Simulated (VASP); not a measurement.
Write the native input for VASP 6.6.1 that does the following.

| Quantity | Value |
| --- | --- |
| Task | single point |
| Functional | PBE |
| Potentials or basis | VASP PAW PBE potentials, release 64 (Si, W_sv) |
| Cutoff | 520 eV |
| k mesh | 8 × 8 × 14 |
| Occupations | gaussian, width 0.1 eV |
| Spin | no spin polarisation |
| Dipole correction | no |
| k mesh for the DOS | 12 × 12 × 21 |
| Occupations for the DOS | tetrahedron |
| Further INCAR settings | ALGO = Fast; EDIFF = 1e-06; NBANDS = 38 |

The system is SiW4.

```
Si W
1.0
     3.63852   -4.07205    0.00000
     3.63852    4.07205    0.00000
     0.00000    0.00000    2.88872
Si W
1 4
Direct
  0.00000 0.00000 0.00000
  0.75036 0.24964 0.50000
  0.24964 0.75036 0.50000
  0.33037 0.33037 0.00000
  0.66963 0.66963 0.00000
```

These files were run (other wordings do the same):

POSCAR

```
SiW4
1.0
    3.6385179637     -4.0720490149      0.0000000000
    3.6385179637      4.0720490149      0.0000000000
    0.0000000000      0.0000000000      2.8887245621
Si W
1 4
Direct
    0.0000000000      0.0000000000      0.0000000000
    0.7503596378      0.2496403622      0.5000000000
    0.2496403622      0.7503596378      0.5000000000
    0.3303680856      0.3303680856      0.0000000000
    0.6696319144      0.6696319144      0.0000000000
```

INCAR.step1

```
SYSTEM = SiW4
PREC = Accurate
ENCUT = 520
EDIFF = 1E-6
ISMEAR = 0
SIGMA = 0.1
LREAL = .False.
LASPH = .True.
NELM = 100
ALGO = Fast
ISIF = 2
LWAVE = .False.
LCHARG = .True.
LMAXMIX = 4
GGA = PE
NBANDS = 38
```

KPOINTS.step1

```
regular mesh
0
Gamma
  8 8 14
  0 0 0
```

INCAR.step2

```
SYSTEM = SiW4
PREC = Accurate
ENCUT = 520
EDIFF = 1E-6
ISMEAR = -5
SIGMA = 0.1
LREAL = .False.
LASPH = .True.
NELM = 100
ALGO = Fast
ISIF = 2
LWAVE = .False.
LCHARG = .False.
LMAXMIX = 4
GGA = PE
LORBIT = 11
NBANDS = 38
NEDOS = 1001
ICHARG = 11
```

KPOINTS.step2

```
regular mesh
0
Gamma
  12 12 21
  0 0 0
```

Potentials or basis: VASP PAW PBE potentials, release 64 (Si, W_sv).

Command:

```sh
$ cat potpaw_PBE.64/Si/POTCAR potpaw_PBE.64/W_sv/POTCAR > POTCAR
$ cp INCAR.step1 INCAR
$ cp KPOINTS.step1 KPOINTS
$ mpirun -np 1 vasp_std > vasp.out
$ cp INCAR.step2 INCAR
$ cp KPOINTS.step2 KPOINTS
$ mpirun -np 1 vasp_std > vasp.out
```

Results of the run:

```json
{
 "Valence electrons inside the program's atomic spheres": "Si 1.81; W 11.98, 12.09 (each value once)"
}
```

Run time: 16 min on 1 thread of Intel(R) Xeon(R) Platinum 8559C (Emerald Rapids) (shared host), peak memory 1.1 GiB.
